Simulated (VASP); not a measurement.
Write the native input for VASP 6.6.1 that does the following.

| Property | Result |
| --- | --- |
| Task | relaxation of cell and atoms |
| Functional | PBE |
| Potentials or basis | VASP PAW PBE potentials, release 64 (Rb_sv, Sr_sv, Si) |
| Cutoff | 600 eV |
| k mesh | 4 × 4 × 4 |
| Occupations | gaussian, width 0.1 eV |
| Spin | no spin polarisation |
| Dipole correction | no |
| Further INCAR settings | ALGO = Normal; EDIFF = 1e-07; IBRION = 2; EDIFFG = -0.04; NSW = 90; ISIF = 3 |

The structure of RbSrSi2 lies in POSCAR:

```
RbSrSi2
1.0
    4.2621086200      0.0000000000      0.0000000000
    0.0000000000      4.2621086200      0.0000000000
    0.0000000000      0.0000000000      4.4857285600
Rb Sr Si
1 1 2
Direct
    0.0000000000      0.0000000000      0.5000000000
    0.0000000000      0.0000000000      0.0000000000
    0.5000000000      0.5000000000      0.2547778500
    0.5000000000      0.5000000000      0.7452221500
```

These files were run (other wordings do the same):

INCAR

```
PREC = Accurate ; ENCUT = 600
EDIFF = 1E-7 ; ISMEAR = 0
SIGMA = 0.1 ; LREAL = F
LASPH = T ; NELM = 80
ALGO = Normal ; ISIF = 3
LWAVE = F ; LCHARG = F
GGA = PE ; IBRION = 2
NSW = 90 ; EDIFFG = -0.04
```

KPOINTS

```
Automatic mesh
0
Gamma
  4 4 4
```

Potentials or basis: VASP PAW PBE potentials, release 64 (Rb_sv, Sr_sv, Si).

Launch:

```console
$ cat potpaw_PBE.64/Rb_sv/POTCAR potpaw_PBE.64/Sr_sv/POTCAR potpaw_PBE.64/Si/POTCAR > POTCAR
$ mpirun -np 1 vasp_std > vasp.out
```

Results of the run:

```yaml
Relaxed_volume: 35.50 Å³/atom
Relaxed_cell: a = 4.330 Å, b = 4.330 Å, c = 7.575 Å, α = 90.00°, β = 90.00°, γ = 90.00°
Space_group_after_relaxing_to_0.05_Å: P4/mmm (No. 123)
Energy_gained_by_relaxing: 1853.6 meV/atom
Ionic_steps: 35
Pressure_after_relaxing: 0.1 GPa
Largest_force_after_relaxing: 0.025 eV/Å
```

Caveat: the k points lie up to 0.36 Å⁻¹ apart in the final cell; the volume moved by over 15 % at a fixed basis, so the end points are rough.

Run time: 12 min on 1 thread of AMD EPYC 7R13 Processor (Zen 3) (shared host), peak memory 0.21 GiB.
